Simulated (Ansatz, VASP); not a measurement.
PbS: VASP beside Ansatz

INCAR

```
  PREC = Accurate
  ENCUT = 520
  EDIFF = 1E-8
  ISMEAR = -1
  SIGMA = 0.03
  LREAL = F
  LASPH = T
  NELM = 100
  ALGO = Normal
  ISIF = 2
  LWAVE = F
  LCHARG = F
  GGA = PE
  LEFG = T
  NBANDS = 17
```

Contents of KPOINTS:

```
Automatic mesh
0
Gamma
  11 11 11
```

The input POSCAR:

```
PbS
1.0
    0.0000000000      3.3222416012      3.3222416012
    3.3222416012      0.0000000000      3.3222416012
    3.3222416012      3.3222416012      0.0000000000
Pb S
1 1
Direct
    0.0000000000      0.0000000000      0.0000000000
    0.2500000000      0.2500000000      0.2500000000
```

Input for Ansatz:

```yaml
crystal:
  lattice:
    - [0.0, 3.3222416012, 3.3222416012]
    - [3.3222416012, 0.0, 3.3222416012]
    - [3.3222416012, 3.3222416012, 0.0]
  atoms:
    - { symbol: Pb, position: [0.0, 0.0, 0.0] }
    - { symbol: S, position: [0.25, 0.25, 0.25] }
kpoints:
  mp_grid: { grid: [11, 11, 11] }
  band_path:
    path:
      - [0.0, 0.0, 0.0]
      - [-0.5, -0.5, 0.0]
      - [-0.375, -0.375, 0.25]
      - [-0.375, 0.0, 0.375]
      - [0.0, 0.0, 0.0]
      - [0.0, 0.0, 0.5]
      - [-0.5, -0.25, 0.25]
      - [-0.5, -0.5, 0.0]
    npoints: 8
scf:
  occupations: { method: fermi_dirac, width: 0.03 }
hamiltonian:
  xc: pbe
  pseudopotentials: { kind: paw }
output:
  forces: true
  stress: true
  eigenvalues: true
  efg: { contact_densities: true }
  populations: true
  bader: true
  dos: { projected: true, de: 0.2, e_range: [-14, 8] }
```

Alike in both runs: task electric field gradients; functional PBE; k mesh 11 × 11 × 11; occupations fermi-dirac, width 0.03 eV; no spin polarisation.

|  | VASP | Ansatz |
| --- | --- | --- |
| version | VASP 6.6.1 | Ansatz 0.2.0 |
| potentials or method | VASP PAW PBE potentials, release 64 (Pb_d, S) | PAW with Ansatz's default frozen-core files, scalar-relativistic |
| plane-wave cutoff (eV) | 520 | 420 |
| valence electrons in the cell | 20 | 20 |

```csv
,VASP,Ansatz,Ansatz less VASP
pressure (GPa),0.0,0.0,+0.05
```

The functional is the same, so the differences come from potentials, cutoffs and numerics.

Spin-orbit coupling is off throughout.
